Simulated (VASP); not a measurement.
Here is a VASP 6.6.1 calculation.

File INCAR:

```
PREC = Accurate
ENCUT = 520
EDIFF = 1E-7
ISMEAR = 0
SIGMA = 0.1
LREAL = F
LASPH = T
NELM = 80
ALGO = Normal
ISIF = 2
LWAVE = F
LCHARG = T
GGA = PE
LELF = T
LVHAR = T
NBANDS = 16
```

The input KPOINTS:

```
Automatic mesh
0
Gamma
  14 14 12
```

Contents of POSCAR:

```
Si2BN
1.0
    3.2064920152      0.0000000000      0.0000000000
    0.0000000000      3.2064920152      0.0000000000
    0.0000000000      0.0000000000      4.3196236126
Si B N
2 1 1
Direct
    0.5000000000      0.0000000000      0.2491824140
    0.0000000000      0.5000000000      0.7508175860
    0.5000000000      0.5000000000      0.0000000000
    0.0000000000      0.0000000000      0.5000000000
```

Potentials or basis: VASP PAW PBE potentials, release 64 (Si, B, N).

The run is started by

```sh
$ cat potpaw_PBE.64/Si/POTCAR potpaw_PBE.64/B/POTCAR potpaw_PBE.64/N/POTCAR > POTCAR
$ mpirun -np 1 vasp_std > vasp.out
```

Problem. Estimate the largest force.

Solution. 0.003 eV/Å.

Problem. Estimate the band gap on the k mesh.

Solution. Zero (band 8 reaches 8.05 eV, above the bottom of band 9 at 7.81 eV).

Forces in eV/Å, atoms in the order of the input:
```
Si   0.000  0.000 -0.003
Si   0.000  0.000  0.003
B    0.000  0.000  0.000
N    0.000  0.000  0.000
```
